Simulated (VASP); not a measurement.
# Al3Cu2 (P-3m1) in VASP: a series of runs, part 2 of 3

VASP 6.6.1. The steps go on from the part before.

**4. Single point, r2SCAN**

Input file POSCAR:

```
Al3Cu2
1.0
    4.0919516368      0.0000000000      0.0000000000
   -2.0459758184      3.5437340685      0.0000000000
    0.0000000000      0.0000000000      4.9927787000
Al Cu
3 2
Direct
    0.0000000000      0.0000000000      0.0000000000
    0.3333333300      0.6666666700      0.3499253500
    0.6666666700      0.3333333300      0.6500746500
    0.3333333300      0.6666666700      0.8395121300
    0.6666666700      0.3333333300      0.1604878700
```

Input file INCAR.step1:

```
SYSTEM = Al3Cu2
PREC     = Accurate       ! precision mode
ENCUT    = 520            ! plane-wave cutoff, eV
ISMEAR   = 0              ! smearing method
SIGMA    = 0.1            ! smearing width, eV
LREAL    = .FALSE.        ! projectors in reciprocal space
LASPH    = .TRUE.         ! aspherical terms in the spheres
NELM     = 100            ! most SCF steps
NBANDS   = 24             ! bands
GGA      = PE             ! functional
ALGO     = Normal         ! electronic algorithm
EDIFF    = 1E-4           ! SCF threshold, eV
LWAVE    = .TRUE.         ! write WAVECAR
LCHARG   = .FALSE.        ! write CHGCAR
```

Input file INCAR.step2:

```
SYSTEM = Al3Cu2
PREC     = Accurate       ! precision mode
ENCUT    = 520            ! plane-wave cutoff, eV
EDIFF    = 1E-6           ! SCF threshold, eV
ISMEAR   = 0              ! smearing method
SIGMA    = 0.1            ! smearing width, eV
LREAL    = .FALSE.        ! projectors in reciprocal space
LASPH    = .TRUE.         ! aspherical terms in the spheres
NELM     = 100            ! most SCF steps
ALGO     = Normal         ! electronic algorithm
ISIF     = 2              ! what is computed and relaxed
LWAVE    = .FALSE.        ! write WAVECAR
LCHARG   = .TRUE.         ! write CHGCAR
METAGGA  = R2SCAN         ! meta-GGA
LMIXTAU  = .TRUE.       
LELF     = .TRUE.         ! ELF
LVHAR    = .TRUE.       
NBANDS   = 24             ! bands
ISTART   = 1
```

Input file KPOINTS:

```
regular mesh
0
G
  12 12 8
  0 0 0
```

Potentials or basis: VASP PAW PBE potentials, release 64 (Al, Cu).

Launch:

```bash
$ cat potpaw_PBE.64/Al/POTCAR potpaw_PBE.64/Cu/POTCAR > POTCAR
$ cp INCAR.step1 INCAR
$ mpirun -np 1 vasp_std > vasp.out
$ cp INCAR.step2 INCAR
$ mpirun -np 1 vasp_std > vasp.out
```

OUTCAR:

```text
SYSTEM = Al3Cu2
   PREC = Accurate
   ENCUT = 520
   EDIFF = 1E-6
   ISMEAR = 0
   LREAL = .FALSE.
   LASPH = .TRUE.
   NELM = 100
   ISIF = 2
   METAGGA = R2SCAN
   ISTART = 1

 ion  position               nearest neighbor table
   1  0.000  0.000  0.000-   4 2.49   5 2.49   4 2.49   5 2.49   5 2.49   4 2.49   2 2.94   3 2.94
                             2 2.94   3 2.94   2 2.94   3 2.94
   2  0.333  0.667  0.350-   4 2.44   5 2.54   5 2.54   5 2.54   4 2.55   3 2.80   3 2.80   3 2.80
                             1 2.94   1 2.94   1 2.94
   3  0.667  0.333  0.650-   5 2.44   4 2.54   4 2.54   4 2.54   5 2.55   2 2.80   2 2.80   2 2.80
                             1 2.94   1 2.94   1 2.94
   4  0.333  0.667  0.840-   2 2.44   1 2.49   1 2.49   1 2.49   3 2.54   3 2.54   3 2.54   2 2.55

   5  0.667  0.333  0.160-   3 2.44   1 2.49   1 2.49   1 2.49   2 2.54   2 2.54   2 2.54   3 2.55

  LATTYP: Found a hexagonal cell.
 ALAT       =     4.0919516368
 C/A-ratio  =     1.2201460680

  Lattice vectors:

 A1 = (   4.0919516368,   0.0000000000,   0.0000000000)
 A2 = (  -2.0459758184,   3.5437340685,   0.0000000000)
 A3 = (   0.0000000000,   0.0000000000,   4.9927787000)

Analysis of symmetry for initial positions (statically):
=====================================================================
 Subroutine PRICEL returns:
 Original cell was already a primitive cell.

 Routine SETGRP: Setting up the symmetry group for a
 hexagonal supercell.

 Subroutine GETGRP returns: Found 12 space group operations
 (whereof 12 operations were pure point group operations)
 out of a pool of 24 trial point group operations.

The static configuration has the point symmetry D_3d.

Analysis of symmetry for dynamics (positions and initial velocities):
=====================================================================
 Subroutine PRICEL returns:
 Original cell was already a primitive cell.

 Routine SETGRP: Setting up the symmetry group for a
 hexagonal supercell.

 Subroutine GETGRP returns: Found 12 space group operations
 (whereof 12 operations were pure point group operations)
 out of a pool of 24 trial point group operations.

The dynamic configuration has the point symmetry D_3d.

 Subroutine INISYM returns: Found 12 space group operations
 (whereof 12 operations are pure point group operations),
 and found     1 'primitive' translations

----------------------------------------------------------------------------------------

                                     Primitive cell

  volume of cell :      72.3992

  direct lattice vectors                    reciprocal lattice vectors
     4.091951637  0.000000000  0.000000000     0.244382165  0.141094109  0.000000000
    -2.045975818  3.543734069  0.000000000     0.000000000  0.282188217  0.000000000
     0.000000000  0.000000000  4.992778700     0.000000000  0.000000000  0.200289270

  length of vectors
     4.091951637  4.091951637  4.992778700     0.282188217  0.282188217  0.200289270

  position of ions in fractional coordinates (direct lattice)
     0.000000000  0.000000000  0.000000000
     0.333333330  0.666666670  0.349925350
     0.666666670  0.333333330  0.650074650
     0.333333330  0.666666670  0.839512130
     0.666666670  0.333333330  0.160487870

  ion indices of the primitive-cell ions
   primitive index   ion index
[... 34 lines left out ...]
  0.000000  0.000000  0.000000      1.000000
  0.083333  0.000000  0.000000      6.000000
  0.166667  0.000000  0.000000      6.000000
  0.250000  0.000000  0.000000      6.000000
  0.333333  0.000000  0.000000      6.000000
  0.416667  0.000000  0.000000      6.000000
[... 16 lines left out ...]
  0.166667  0.000000  0.125000      6.000000
  0.000000  0.166667  0.125000      6.000000
 [... further k-points ...]
   k-points           NKPTS =    131   k-points in BZ     NKDIM =    131   number of bands    NBANDS=     24
   number of dos      NEDOS =    301   number of ions     NIONS =      5
   total plane-waves  NPLWV =  36000
   dimension x,y,z NGX =    30 NGY =   30 NGZ =   40
   dimension x,y,z NGXF=    60 NGYF=   60 NGZF=   80
   ions per type =               3   2
   NGX,Y,Z   is equivalent  to a cutoff of  12.19, 12.19, 13.32 a.u.
   NGXF,Y,Z  is equivalent  to a cutoff of  24.38, 24.38, 26.64 a.u.
 SYSTEM =  Al3Cu2
   PREC   = accura    normal or accurate (medium, high low for compatibility)
   ISTART =      1    job   : 0-new  1-cont  2-samecut
   ICHARG =      0    charge: 1-file 2-atom 10-const
   ISPIN  =      1    spin polarized calculation?
   LNONCOLLINEAR =      F non collinear calculations
   LSORBIT =      F    spin-orbit coupling
   LASPH  =      T    aspherical Exc in radial PAW
   ENCUT  =  520.0 eV  38.22 Ry    6.18 a.u.   7.61  7.61  9.28*2*pi/ulx,y,z
   NELM   =    100;   NELMIN=  2; NELMDL=  0     # of ELM steps
   EDIFF  = 0.1E-05   stopping-criterion for ELM
   LREAL  =      F    real-space projection
   EDIFFG = 0.1E-04   stopping-criterion for IOM
   NSW    =      0    number of steps for IOM
   IBRION =     -1    ionic relax: 0-MD 1-quasi-New 2-CG
   NFREE  =      0    steps in history (QN), initial steepest desc. (CG)
   ISIF   =      2    stress and relaxation
   ISYM   =      2    0-nonsym 1-usesym 2-fastsym
   POTIM  = 0.5000    time-step for ionic-motion
   TEBEG  =    0.0;   TEEND  =   0.0 temperature during run
   PSTRESS=    0.0 pullay stress
   NELECT =      31.0000    total number of electrons
   NUPDOWN=      -1.0000    fix difference up-down
   EMIN   =  10.00;   EMAX   =-10.00  energy-range for DOS
   EFERMI =   0.00;   METHOD = LEGACY
   ISMEAR =     0;   SIGMA  =   0.10  broadening in eV -4-tet -1-fermi 0-gaus
   EFERMI_NEDOS =   21; number of points for ismear=-14 and -15
   IALGO  =     38    algorithm
   IMIX   =      4    mixing-type and parameters
     AMIX     =   0.40;   BMIX     =  1.00
     AMIX_MAG =   1.60;   BMIX_MAG =  1.00
  volume/ion in A,a.u.               =      14.48        97.71
  Fermi-wavevector in a.u.,A,eV,Ry     =   1.233912  2.331755 20.715388  1.522538
  Thomas-Fermi vector in A             =   2.368623
   LORBIT       =      0    0 simple, 1 ext, 2 COOP (PROOUT), +10 PAW based schemes
   METAGGA = R2SCAN    functional components
   LHFCALC =     F    Hartree Fock is set to
   AEXX    =    0.0000 exact exchange contribution
   IVDW    =     0    specifies the selected vdW correction
   LEPSILON=     F    determine dielectric tensor
   LRPA    =     F    only Hartree local field effects (RPA)
 non-spin polarized calculation
 Gauss-broadening in eV      SIGMA  =   0.10
  energy-cutoff  :      520.00
  volume of cell :       72.40
 maximum number of plane-waves:      2010
   NGX = 15   NGY = 15   NGZ = 19

 number of electron      30.9999996 magnetization

 Free energy of the ion-electron system (eV)
  ---------------------------------------------------
  ext. energy  EPLUGINS =         0.00000000
  ---------------------------------------------------
  free energy    TOTEN  =       -42.81746345 eV

  energy without entropy =      -42.81152918  energy(sigma->0) =      -42.81449631

 E-fermi :   8.3490     XC(G=0): -11.7656

 val. band max:        8.3461368993   @ k =   0.3333   0.0833   0.0000
 cond. band min:       8.3590068130   @ k =   0.2500   0.2500   0.0000
 fundamental gap:      0.0128699137
 Fermi energy:         8.3490096496

 k-point     1 :       0.0000    0.0000    0.0000
  band No.  band energies     occupation
      1      -3.5153      2.00000
      2       1.6090      2.00000
      3       2.1823      2.00000
      4       2.7811      2.00000
      5       2.7813      2.00000
      6       3.1461      2.00000
[... 637 lines left out ...]
     23      14.3597      0.00000
     24      14.6948      0.00000

 [... further k-points ...]

------------------------ aborting loop because EDIFF is reached ----------------------------------------

  FORCE on cell =-STRESS in cart. coord.  units (eV):
  Direction    XX          YY          ZZ          XY          YZ          ZX
  --------------------------------------------------------------------------------------
  -------------------------------------------------------------------------------------
  Total        0.2616969      0.2616969     -0.0055361      0.0000000      0.0000000      0.0000000
  in kB        5.7912887      5.7912887     -0.1225129      0.0000000      0.0000000      0.0000000
  external PRESSURE =       3.8200215 kB  Pullay stress =       0.0000000 kB

 VOLUME and BASIS-vectors are now :
 -----------------------------------------------------------------------------
  energy-cutoff  :      520.00
  volume of cell :       72.40
      direct lattice vectors                 reciprocal lattice vectors
     4.091951637  0.000000000  0.000000000     0.244382165  0.141094109  0.000000000
    -2.045975818  3.543734069  0.000000000     0.000000000  0.282188217  0.000000000
     0.000000000  0.000000000  4.992778700     0.000000000  0.000000000  0.200289270

 POSITION                                       TOTAL-FORCE (eV/Angst)
 -----------------------------------------------------------------------------------
      0.00000      0.00000      0.00000        -0.000000      0.000000      0.000000
     -0.00000      2.36249      1.74710        -0.000000      0.000000      0.005663
      2.04598      1.18124      3.24568         0.000000     -0.000000     -0.005663
     -0.00000      2.36249      4.19150         0.000000     -0.000000      0.016162
      2.04598      1.18124      0.80128        -0.000000      0.000000     -0.016162
 -----------------------------------------------------------------------------------
    total drift:                                0.000000     -0.000000      0.000000

  FREE ENERGIE OF THE ION-ELECTRON SYSTEM (eV)
  ---------------------------------------------------
  free  energy   TOTEN  =       -42.8174634472 eV

  energy  without entropy=      -42.8115291810  energy(sigma->0) =      -42.81449631
```

Wall time 14 min (1 thread of Oxide Virtual Turin-like, shared host); peak memory 0.3 GiB.

Results:

```yaml
Free_energy: -42.8175 eV
Pressure: 0.4 GPa
Largest_force: 0.016 eV/Å
Band_gap_on_the_k_mesh: zero (an odd number of electrons rules out a gap without spin polarisation)
```

Forces in eV/Å, atoms in the order of the input:
```
Al   0.000  0.000  0.000
Al   0.000  0.000  0.006
Al   0.000  0.000 -0.006
Cu   0.000  0.000  0.016
Cu   0.000  0.000 -0.016
```

Levels at points of the mesh, in eV from the Fermi level:
| k point | band 11 | band 12 | band 13 | band 14 | band 15 | band 16 | band 17 | band 18 | band 19 | band 20 |
| --- | --- | --- | --- | --- | --- | --- | --- | --- | --- | --- |
| (0.00, 0.00, 0.00) | -4.31 | -3.81 | -3.80 | -0.22 | -0.22 | 1.39 | 1.39 | 2.92 | 3.41 | 5.71 |
| (0.50, 0.00, 0.00) | -4.44 | -4.27 | -3.26 | -3.21 | -2.73 | -0.79 | 0.07 | 0.53 | 3.13 | 4.02 |
| (0.00, 0.00, 0.50) | -4.35 | -4.35 | 1.24 | 1.24 | 1.36 | 1.36 | 1.85 | 2.54 | 2.54 | 2.57 |
| (0.50, 0.00, 0.50) | -4.47 | -4.38 | -4.29 | -3.67 | -1.90 | -0.21 | 0.91 | 1.12 | 5.48 | 5.78 |

Caveat: the PAW data sets were made with another functional, which shifts forces and pressure a little.

(Part 2 of 3 ends here.)
